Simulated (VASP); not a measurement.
A run of VASP 6.6.1:

The input INCAR:

```
ALGO = Normal
EDIFF = 1E-6
ENCUT = 520
GGA = PE
ISIF = 2
ISMEAR = 0
ISPIN = 2
LASPH = T
LCHARG = F
LMAXMIX = 4
LORBIT = 11
LREAL = F
LWAVE = F
MAGMOM = 1.99
NBANDS = 14
NELM = 150
PREC = Accurate
SIGMA = 0.1
```

KPOINTS

```
k-points
0
Gamma
  20 20 20
```

Contents of POSCAR:

```
Co
1.0
   -1.4023200000      1.4023200000      1.4023200000
    1.4023200000     -1.4023200000      1.4023200000
    1.4023200000      1.4023200000     -1.4023200000
Co
1
Direct
    0.0000000000      0.0000000000      0.0000000000
```

Potentials or basis: VASP PAW PBE potentials, release 64 (Co).

Launch:

```sh
$ cat potpaw_PBE.64/Co/POTCAR > POTCAR
$ mpirun -np 1 vasp_std > vasp.out
```

Hardware: 1 thread of Intel Xeon 8259CL, on a shared host.

Task: Estimate the wall time of this run.

Result: Run time: 100 s on 1 thread of Intel Xeon 8259CL, on a shared host, peak memory 0.18 GiB. Counts: scf iterations 13, k points 256.
